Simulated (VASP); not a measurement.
Wanted: the native input for a VASP 6.6.1 run.

| Quantity | Value |
| --- | --- |
| Task | single point |
| Functional | PBE |
| Potentials or basis | VASP PAW PBE potentials, release 64 (Cd, Ni, O) |
| Cutoff | 520 eV |
| k mesh | 3 × 3 × 6 |
| Occupations | gaussian, width 0.1 eV |
| Spin | collinear spin, ferromagnetic start |
| Starting moments | [0.01, 0.01, 0.01, 0.65, 0.29] μB |
| Dipole correction | no |
| Further INCAR settings | ALGO = Normal; EDIFF = 1e-06; NBANDS = 38 |

The structure of Cd3NiO lies in POSCAR:

```
Cd3NiO
1.0
    5.8754378351      0.0000000000      0.0000000000
   -2.9377189175      5.0882784235      0.0000000000
    0.0000000000      0.0000000000      3.4367388144
Cd Ni O
3 1 1
Direct
    0.5000000000      0.0000000000      0.5000000000
    0.0000000000      0.5000000000      0.5000000000
    0.5000000000      0.5000000000      0.5000000000
    0.0000000000      0.0000000000      0.5000000000
    0.0000000000      0.0000000000      0.0000000000
```

The cell was generated, and may not be a known phase.

These files were run (other wordings do the same):

INCAR

```
PREC = Accurate ; ENCUT = 520
EDIFF = 1E-6 ; ISMEAR = 0
SIGMA = 0.1 ; LREAL = F
LASPH = T ; NELM = 150
ALGO = Normal ; ISIF = 2
LWAVE = F ; LCHARG = F
ISPIN = 2 ; MAGMOM = 0.01 0.01 0.01 0.65 0.29
LORBIT = 11 ; LMAXMIX = 4
GGA = PE ; NBANDS = 38
```

KPOINTS

```
regular mesh
0
Gamma
  3 3 6
```

Potentials or basis: VASP PAW PBE potentials, release 64 (Cd, Ni, O).

The run is started by

```sh
$ cat potpaw_PBE.64/Cd/POTCAR potpaw_PBE.64/Ni/POTCAR potpaw_PBE.64/O/POTCAR > POTCAR
$ mpirun -np 1 vasp_std > vasp.out
```

It gave:

The pressure is 0.1 GPa, the band gap on the k mesh is zero (filled and empty bands overlap) and the net moment is 0.00 μB per cell. The valence electrons inside the program's atomic spheres are Cd 10.29; Ni 9.46; O 4.96.

Caveat: the k points lie up to 0.41 Å⁻¹ apart, too coarse for converged energies and pressures of a metal; the moments typed at the start vanished in this run.

Run time: 86 s on 1 thread of Intel(R) Xeon(R) 6975P-C (Granite Rapids), on a shared host, peak memory 0.33 GiB.
